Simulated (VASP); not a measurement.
Crystal: SnSe.

```
Sn Se
1.0
     0.00000    3.00211    3.00211
     2.90995    0.00000    3.00211
     2.90995    3.00211    0.00000
Sn Se
1 1
Direct
  0.00000 0.00000 0.00000
  0.50000 0.50000 0.50000
```

This cell differs from its parent crystal: uniaxial x strain -3.1%.

Base run:

| Quantity | Value |
| --- | --- |
| Program | VASP 6.6.1 |
| Functional | r2SCAN |
| Potentials or basis | VASP PAW PBE potentials, release 64 (Sn_d, Se) |
| Cutoff | 520 eV |
| k mesh | 8 × 8 × 8 |
| Occupations | gaussian, width 0.01 eV |
| Spin | no spin polarisation |

Its results: band gap on the k mesh 0.67 eV; pressure 2.3 GPa.

Q: The run is repeated on the same cell with these changes: functional from r2SCAN to PBE; occupations from gaussian, width 0.01 eV to fermi-dirac, width 0.02 eV. What comes out?

A: Band gap on the k mesh 0.72 eV (least direct gap 0.79 eV); pressure 3.3 GPa.

Caveats: the structure was generated, so it needn't be the stable form of SnSe; semilocal functionals underestimate gaps, and a narrow one can read as zero; spin-orbit coupling is left out, which moves the levels of the heavy elements; the PAW data sets were made with another functional, which shifts forces and pressure a little (at least some runs); the cell stands under pressure (at least some runs).

A k mesh can miss the band edges.
